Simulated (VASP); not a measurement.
A run of VASP 6.6.1 is set up as follows.

File INCAR:

```
SYSTEM = TiAl
ALGO     = Normal         ! electronic algorithm
EDIFF    = 1E-6           ! SCF threshold, eV
ENCUT    = 520            ! plane-wave cutoff, eV
ISIF     = 2              ! what is computed and relaxed
ISMEAR   = 0              ! smearing method
LASPH    = .True.         ! aspherical terms in the spheres
LCHARG   = .True.         ! write CHGCAR
LELF     = .True.         ! ELF
LREAL    = .False.        ! projectors in reciprocal space
LVHAR    = .True.       
LWAVE    = .False.        ! write WAVECAR
NBANDS   = 14             ! bands
NELM     = 100            ! most SCF steps
PREC     = Accurate       ! precision mode
SIGMA    = 0.1            ! smearing width, eV
```

The input KPOINTS:

```
k-points
0
Gamma
  18 18 10
  0 0 0
```

The input POSCAR:

```
TiAl
1.0
    2.8919780331      0.0000000000      0.0000000000
   -1.4459890165      2.5045264439      0.0000000000
    0.0000000000      0.0000000000      4.4377230955
Ti Al
1 1
Direct
    0.0000000000      0.0000000000      0.0000000000
    0.3333333300      0.6666666700      0.5000000000
```

Potentials or basis: VASP PAW LDA potentials, release 64 (Ti_sv, Al).

Launch:

```bash
$ cat potpaw_LDA.64/Ti_sv/POTCAR potpaw_LDA.64/Al/POTCAR > POTCAR
$ mpirun -np 1 vasp_std > vasp.out
```

(1) Estimate the band gap on the k mesh.

(2) Estimate the pressure.

Results:

(1) zero (an odd number of electrons rules out a gap without spin polarisation).

(2) -1.3 GPa.

Caveat: the cell differs from its parent crystal (strained); the stress differs along the axes, from -4 to 4 GPa.
